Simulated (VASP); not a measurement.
Write the native input for VASP 6.6.1 that does the following.

| Property | Result |
| --- | --- |
| Task | single point |
| Functional | PBE |
| Potentials or basis | VASP PAW PBE potentials, release 64 (Ga_d, Sb) |
| Cutoff | 520 eV |
| k mesh | 16 × 16 × 16 |
| Occupations | gaussian, width 0.15 eV |
| Spin | no spin polarisation |
| Dipole correction | no |
| Further INCAR settings | ALGO = Normal; EDIFF = 1e-07; NBANDS = 16 |

The structure of GaSb lies in POSCAR:

```
GaSb
1.0
    0.0000000000      2.9515746001      3.0292476159
    2.9515746001      0.0000000000      3.0292476159
    2.9515746001      2.9515746001      0.0000000000
Ga Sb
1 1
Direct
    0.0000000000      0.0000000000      0.0000000000
    0.7500000000      0.7500000000      0.7500000000
```

This cell differs from its parent crystal: strain -0.050 along x and y, -0.025 along z.

One way to write it, as run:

INCAR

```
SYSTEM = GaSb
PREC = Accurate ; ENCUT = 520
EDIFF = 1E-7 ; ISMEAR = 0
SIGMA = 0.15 ; LREAL = .FALSE.
LASPH = .TRUE. ; NELM = 100
ALGO = Normal ; ISIF = 2
LWAVE = .FALSE. ; LCHARG = .FALSE.
GGA = PE ; NBANDS = 16
```

KPOINTS

```
regular mesh
0
G
  16 16 16
  0 0 0
```

Potentials or basis: VASP PAW PBE potentials, release 64 (Ga_d, Sb).

Command:

```console
$ cat potpaw_PBE.64/Ga_d/POTCAR potpaw_PBE.64/Sb/POTCAR > POTCAR
$ mpirun -np 1 vasp_std > vasp.out
```

It gave:

```json
{
  "Pressure": "7.9 GPa",
  "Band gap on the k mesh": "0.51 eV (least direct gap 0.57 eV)"
}
```

Caveat: the cell differs from its parent crystal (strain -0.050 along x and y, -0.025 along z); the cell stands under pressure; semilocal functionals underestimate gaps, and a narrow one can read as zero; spin-orbit coupling is left out, which moves the levels of the heavy elements.

Run time: 2.5 min on 1 thread of Intel(R) Xeon(R) Platinum 8488C (Sapphire Rapids) (shared host), peak memory 0.42 GiB.
